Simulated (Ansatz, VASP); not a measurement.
# One calculation of Cu, two programs

```
Cu
1.0
    -1.48346    1.48346    1.30168
     1.48346   -1.48346    1.30168
     1.48346    1.48346   -1.30168
Cu
1
Direct
  0.00000 0.00000 0.00000
```

Alike in both runs: task single point; functional LDA; k mesh 26 × 26 × 26; occupations gaussian, width 0.15 eV; no spin polarisation.

```csv
,VASP,Ansatz
version,VASP 6.6.1,Ansatz 0.2.0
potentials or method,"VASP PAW LDA potentials, release 64 (Cu), cutoff 520 eV","scalar-relativistic, plane waves, PAW"
valence electrons in the cell,11,19
```

|  | VASP | Ansatz | Ansatz less VASP |
| --- | --- | --- | --- |
| gap on the k mesh at the Fermi level (eV) | none | none | - |
| pressure (GPa) | -6.3 | -7.4 | -1.04 |
| traceless stress, the component that is largest in VASP (GPa) | 1.18 | 1.11 | -0.068 |

LDA's correlation is that of Perdew and Zunger in VASP and of Perdew and Wang (1992) in Ansatz. A gap of «none» marks a metal or a gap that the smearing closes. VASP's potentials hold 11 valence electrons a cell and Ansatz's 19, so a difference there can come from the potentials and not from the codes.
